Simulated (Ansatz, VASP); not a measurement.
# Two plane-wave programs on InSb

```
In Sb
1.0
     0.00000    3.07555    3.07555
     3.07555    0.00000    3.07555
     3.07555    3.07555    0.00000
In Sb
1 1
Direct
  0.00000 0.00000 0.00000
  0.50000 0.50000 0.50000
```

Alike in both runs: functional PBE; k mesh 12 × 12 × 12; occupations fermi-dirac, width 0.1 eV; no spin polarisation.

Ansatz relaxed the structure, and its values are those at the end. VASP's run is a single point on that final structure, the one shown.

|  | VASP | Ansatz |
| --- | --- | --- |
| version | VASP 6.6.1 | Ansatz 0.2.0 |
| potentials or method | VASP PAW PBE potentials, release 64 (In_d, Sb) | PAW with Ansatz's default frozen-core files, scalar-relativistic |
| plane-wave cutoff (eV) | 520 | 420 |
| valence electrons in the cell | 18 | 28 |

```csv
,VASP,Ansatz,Ansatz less VASP
pressure (GPa),0.0,0.0,+0.02
```

With one functional, cell and mesh, what is left measures potentials, basis and numerics. VASP's potentials hold 18 valence electrons a cell and Ansatz's 28, so a difference there can come from the potentials and not from the codes.

Spin-orbit coupling is off throughout.
